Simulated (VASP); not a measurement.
# GaAs (F-43m) in VASP: single point with PBEsol

Aim: the single point of GaAs with PBEsol.

Everything below comes from runs of VASP 6.6.1. Logs are shortened: lines on timing, memory, paths and dates and some standing lists are left out, and cuts for length are marked.

## 1. The cell of the first run

It takes space group F-43m (No. 216, cubic). The conventional cell has a = 5.658 Å, b = 5.658 Å, c = 5.658 Å, α = 90.00°, β = 90.00°, γ = 90.00°. Ga (site symmetry -43m) has 4 As at 2.45 Å within 3.2 Å. As (site symmetry -43m) has 4 Ga at 2.45 Å within 3.2 Å.

## 2. Single point, PBEsol

Contents of INCAR:

```
PREC     = Accurate       # precision mode
ENCUT    = 500            # plane-wave cutoff, eV
EDIFF    = 1E-6           # SCF threshold, eV
ISMEAR   = 0              # smearing method
SIGMA    = 0.02           # smearing width, eV
LREAL    = False          # projectors in reciprocal space
LASPH    = True           # aspherical terms in the spheres
NELM     = 120            # most SCF steps
ALGO     = Normal         # electronic algorithm
ISIF     = 2              # what is computed and relaxed
LWAVE    = False          # write WAVECAR
LCHARG   = True           # write CHGCAR
GGA      = PS             # functional
LELF     = True           # ELF
LVHAR    = True         
NBANDS   = 16             # bands
GGA_COMPAT= False
```

Contents of KPOINTS:

```
Automatic mesh
0
Gamma
  10 10 10
```

Contents of POSCAR:

```
GaAs
1.0
    0.0000000000      2.8289763854      2.8289763854
    2.8289763854      0.0000000000      2.8289763854
    2.8289763854      2.8289763854      0.0000000000
Ga As
1 1
Direct
    0.0000000000      0.0000000000      0.0000000000
    0.7500000000      0.7500000000      0.7500000000
```

Potentials or basis: VASP PAW PBE potentials, release 64 (Ga_d, As).

Run with:

```console
$ cat potpaw_PBE.64/Ga_d/POTCAR potpaw_PBE.64/As/POTCAR > POTCAR
$ mpirun -np 1 vasp_std > vasp.out
```

OUTCAR:

```text
PREC = Accurate
   ENCUT = 500
   EDIFF = 1E-6
   ISMEAR = 0
   LREAL = False
   LASPH = True
   NELM = 120
   ISIF = 2
   GGA = PS

 ion  position               nearest neighbor table
   1  0.000  0.000  0.000-   2 2.45   2 2.45   2 2.45   2 2.45
   2  0.750  0.750  0.750-   1 2.45   1 2.45   1 2.45   1 2.45

  LATTYP: Found a face centered cubic cell.
 ALAT       =     5.6579527708

  Lattice vectors:

 A1 = (   0.0000000000,   2.8289763854,   2.8289763854)
 A2 = (   2.8289763854,   0.0000000000,   2.8289763854)
 A3 = (   2.8289763854,   2.8289763854,   0.0000000000)

Analysis of symmetry for initial positions (statically):
=====================================================================
 Subroutine PRICEL returns:
 Original cell was already a primitive cell.

 Routine SETGRP: Setting up the symmetry group for a
 face centered cubic supercell.

 Subroutine GETGRP returns: Found 24 space group operations
 (whereof 24 operations were pure point group operations)
 out of a pool of 48 trial point group operations.

The static configuration has the point symmetry T_d .

Analysis of symmetry for dynamics (positions and initial velocities):
=====================================================================
 Subroutine PRICEL returns:
 Original cell was already a primitive cell.

 Routine SETGRP: Setting up the symmetry group for a
 face centered cubic supercell.

 Subroutine GETGRP returns: Found 24 space group operations
 (whereof 24 operations were pure point group operations)
 out of a pool of 48 trial point group operations.

The dynamic configuration has the point symmetry T_d .

 Subroutine INISYM returns: Found 24 space group operations
 (whereof 24 operations are pure point group operations),
 and found     1 'primitive' translations

----------------------------------------------------------------------------------------

                                     Primitive cell

  volume of cell :      45.2812

  direct lattice vectors                    reciprocal lattice vectors
     0.000000000  2.828976385  2.828976385    -0.176742373  0.176742373  0.176742373
     2.828976385  0.000000000  2.828976385     0.176742373 -0.176742373  0.176742373
     2.828976385  2.828976385  0.000000000     0.176742373  0.176742373 -0.176742373

  length of vectors
     4.000776772  4.000776772  4.000776772     0.306126770  0.306126770  0.306126770

  position of ions in fractional coordinates (direct lattice)
     0.000000000  0.000000000  0.000000000
     0.750000000  0.750000000  0.750000000

  ion indices of the primitive-cell ions
   primitive index   ion index
                 1           1
                 2           2

----------------------------------------------------------------------------------------

 KPOINTS: Automatic mesh

Automatic generation of k-mesh.
 Grid dimensions read from file:
 generate k-points for:   10   10   10

 Generating k-lattice:

  Cartesian coordinates                     Fractional coordinates (reciprocal lattice)
    -0.017674237  0.017674237  0.017674237     0.100000000  0.000000000  0.000000000
     0.017674237 -0.017674237  0.017674237     0.000000000  0.100000000  0.000000000
     0.017674237  0.017674237 -0.017674237     0.000000000  0.000000000  0.100000000

  Length of vectors
     0.030612677  0.030612677  0.030612677

  Shift w.r.t. Gamma in fractional coordinates (k-lattice)
     0.000000000  0.000000000  0.000000000

 Subroutine IBZKPT returns following result:
 ===========================================

 Found     47 irreducible k-points:

 Following reciprocal coordinates:
            Coordinates               Weight
  0.000000  0.000000  0.000000      1.000000
  0.100000  0.000000  0.000000      8.000000
  0.200000  0.000000  0.000000      8.000000
  0.300000  0.000000  0.000000      8.000000
  0.400000  0.000000  0.000000      8.000000
  0.500000  0.000000  0.000000      4.000000
[... 16 lines left out ...]
  0.300000  0.300000  0.000000      6.000000
  0.400000  0.300000  0.000000     24.000000
 [... further k-points ...]
   k-points           NKPTS =     47   k-points in BZ     NKDIM =     47   number of bands    NBANDS=     16
   number of dos      NEDOS =    301   number of ions     NIONS =      2
   total plane-waves  NPLWV =  27000
   dimension x,y,z NGX =    30 NGY =   30 NGZ =   30
   dimension x,y,z NGXF=    60 NGYF=   60 NGZF=   60
   ions per type =               1   1
   NGX,Y,Z   is equivalent  to a cutoff of  12.47, 12.47, 12.47 a.u.
   NGXF,Y,Z  is equivalent  to a cutoff of  24.93, 24.93, 24.93 a.u.
 SYSTEM =  unknown system
   PREC   = accura    normal or accurate (medium, high low for compatibility)
   ISTART =      0    job   : 0-new  1-cont  2-samecut
   ICHARG =      2    charge: 1-file 2-atom 10-const
   ISPIN  =      1    spin polarized calculation?
   LNONCOLLINEAR =      F non collinear calculations
   LSORBIT =      F    spin-orbit coupling
   LASPH  =      T    aspherical Exc in radial PAW
   ENCUT  =  500.0 eV  36.75 Ry    6.06 a.u.   7.29  7.29  7.29*2*pi/ulx,y,z
   NELM   =    120;   NELMIN=  2; NELMDL= -5     # of ELM steps
   EDIFF  = 0.1E-05   stopping-criterion for ELM
   LREAL  =      F    real-space projection
   EDIFFG = 0.1E-04   stopping-criterion for IOM
   NSW    =      0    number of steps for IOM
   IBRION =     -1    ionic relax: 0-MD 1-quasi-New 2-CG
   NFREE  =      0    steps in history (QN), initial steepest desc. (CG)
   ISIF   =      2    stress and relaxation
   ISYM   =      2    0-nonsym 1-usesym 2-fastsym
   POTIM  = 0.5000    time-step for ionic-motion
   TEBEG  =    0.0;   TEEND  =   0.0 temperature during run
   PSTRESS=    0.0 pullay stress
   NELECT =      18.0000    total number of electrons
   NUPDOWN=      -1.0000    fix difference up-down
   EMIN   =  10.00;   EMAX   =-10.00  energy-range for DOS
   EFERMI =   0.00;   METHOD = LEGACY
   ISMEAR =     0;   SIGMA  =   0.02  broadening in eV -4-tet -1-fermi 0-gaus
   EFERMI_NEDOS =   21; number of points for ismear=-14 and -15
   IALGO  =     38    algorithm
   IMIX   =      4    mixing-type and parameters
     AMIX     =   0.40;   BMIX     =  1.00
     AMIX_MAG =   1.60;   BMIX_MAG =  1.00
  volume/ion in A,a.u.               =      22.64       152.79
  Fermi-wavevector in a.u.,A,eV,Ry     =   1.203722  2.274706 19.714129  1.448948
  Thomas-Fermi vector in A             =   2.339468
   LORBIT       =      0    0 simple, 1 ext, 2 COOP (PROOUT), +10 PAW based schemes
   GGA     = PS    functional components
   LHFCALC =     F    Hartree Fock is set to
   AEXX    =    0.0000 exact exchange contribution
   IVDW    =     0    specifies the selected vdW correction
   LEPSILON=     F    determine dielectric tensor
   LRPA    =     F    only Hartree local field effects (RPA)
 non-spin polarized calculation
 Gauss-broadening in eV      SIGMA  =   0.02
  energy-cutoff  :      500.00
  volume of cell :       45.28
 maximum number of plane-waves:      1167
 NGX is ok and might be reduce to    30
   NGX = 15   NGY = 15   NGZ = 15

 number of electron      17.9999993 magnetization

 Free energy of the ion-electron system (eV)
  ---------------------------------------------------
  ext. energy  EPLUGINS =         0.00000000
  ---------------------------------------------------
  free energy    TOTEN  =        -9.09141242 eV

  energy without entropy =       -9.09141242  energy(sigma->0) =       -9.09141242

 E-fermi :   3.8794     XC(G=0):  -9.7630

 val. band max:        3.7827523821   @ k =   0.0000   0.0000   0.0000
 cond. band min:       4.2219262369   @ k =   0.0000   0.0000   0.0000
 fundamental gap:      0.4391738548
 Fermi energy:         3.8793633922

 k-point     1 :       0.0000    0.0000    0.0000
  band No.  band energies     occupation
      1     -10.9872      2.00000
      2     -10.9872      2.00000
      3     -10.9872      2.00000
      4     -10.9077      2.00000
      5     -10.9077      2.00000
      6      -8.9533      2.00000
[... 8 lines left out ...]
     15      13.8867      0.00000
     16      13.8867      0.00000

 k-point     2 :       0.1000    0.0000    0.0000
  band No.  band energies     occupation
      1     -10.9963      2.00000
      2     -10.9849      2.00000
      3     -10.9849      2.00000
      4     -10.9079      2.00000
      5     -10.9079      2.00000
      6      -8.8355      2.00000
[... 8 lines left out ...]
     15      13.1828      0.00000
     16      13.1828      0.00000

 k-point     3 :       0.2000    0.0000    0.0000
  band No.  band energies     occupation
      1     -11.0184      2.00000
      2     -10.9792      2.00000
      3     -10.9792      2.00000
      4     -10.9078      2.00000
      5     -10.9078      2.00000
      6      -8.4970      2.00000
[... 8 lines left out ...]
     15      12.6804      0.00000
     16      12.6804      0.00000

 k-point     4 :       0.3000    0.0000    0.0000
  band No.  band energies     occupation
      1     -11.0430      2.00000
      2     -10.9730      2.00000
      3     -10.9730      2.00000
      4     -10.9067      2.00000
      5     -10.9067      2.00000
      6      -7.9899      2.00000
[... 8 lines left out ...]
     15      13.0564      0.00000
     16      13.0564      0.00000
[... 324 lines left out ...]
 k-point    22 :      -0.2000    0.2000    0.0000
  band No.  band energies     occupation
      1     -11.0498      2.00000
      2     -10.9696      2.00000
      3     -10.9678      2.00000
      4     -10.9108      2.00000
      5     -10.9058      2.00000
      6      -7.8155      2.00000
[... 8 lines left out ...]
     15      14.2708      0.00000
     16      15.0164      0.00000

 k-point    23 :       0.3000    0.3000    0.0000
  band No.  band energies     occupation
      1     -11.0676      2.00000
      2     -10.9555      2.00000
      3     -10.9555      2.00000
      4     -10.9237      2.00000
      5     -10.8993      2.00000
      6      -7.6544      2.00000
[... 8 lines left out ...]
     15      15.3232      0.00000
     16      16.0895      0.00000

 k-point    24 :       0.4000    0.3000    0.0000
  band No.  band energies     occupation
      1     -11.0799      2.00000
      2     -10.9510      2.00000
      3     -10.9495      2.00000
      4     -10.9257      2.00000
      5     -10.8981      2.00000
      6      -7.2136      2.00000
[... 8 lines left out ...]
     15      16.0225      0.00000
     16      16.4913      0.00000

 [... further k-points ...]

------------------------ aborting loop because EDIFF is reached ----------------------------------------

  FORCE on cell =-STRESS in cart. coord.  units (eV):
  Direction    XX          YY          ZZ          XY          YZ          ZX
  --------------------------------------------------------------------------------------
  -------------------------------------------------------------------------------------
  Total        0.0540846      0.0540846      0.0540846      0.0000000      0.0000000      0.0000000
  in kB        1.9136670      1.9136670      1.9136670      0.0000000      0.0000000      0.0000000
  external PRESSURE =       1.9136670 kB  Pullay stress =       0.0000000 kB

 VOLUME and BASIS-vectors are now :
 -----------------------------------------------------------------------------
  energy-cutoff  :      500.00
  volume of cell :       45.28
      direct lattice vectors                 reciprocal lattice vectors
     0.000000000  2.828976385  2.828976385    -0.176742373  0.176742373  0.176742373
     2.828976385  0.000000000  2.828976385     0.176742373 -0.176742373  0.176742373
     2.828976385  2.828976385  0.000000000     0.176742373  0.176742373 -0.176742373

 POSITION                                       TOTAL-FORCE (eV/Angst)
 -----------------------------------------------------------------------------------
      0.00000      0.00000      0.00000        -0.000000     -0.000000     -0.000000
      4.24346      4.24346      4.24346         0.000000      0.000000      0.000000
 -----------------------------------------------------------------------------------
    total drift:                                0.000000      0.000000     -0.000000

  FREE ENERGIE OF THE ION-ELECTRON SYSTEM (eV)
  ---------------------------------------------------
  free  energy   TOTEN  =        -9.0914124198 eV

  energy  without entropy=       -9.0914124198  energy(sigma->0) =       -9.09141242
```

It took 36 s on 1 thread of Intel Xeon 6975P-C, shared host; peak memory 0.18 GiB.

What came out:

```yaml
Free_energy: -9.0914 eV
Pressure: 0.2 GPa
Band_gap_on_the_k_mesh: 0.44 eV, direct
```

Levels at points of the mesh, in eV from the valence-band top:
```tsv
k point	band 7	band 8	band 9	band 10	band 11	band 12
(0.00, 0.00, 0.00)	0.00	0.00	0.00	0.44	3.69	3.69
(0.50, 0.00, 0.00)	-6.67	-1.15	-1.15	0.92	4.58	4.58
(0.50, 0.50, 0.00)	-6.84	-2.69	-2.69	1.35	1.57	10.11
```

Caveat: the PAW data sets were made with another functional, which shifts forces and pressure a little.
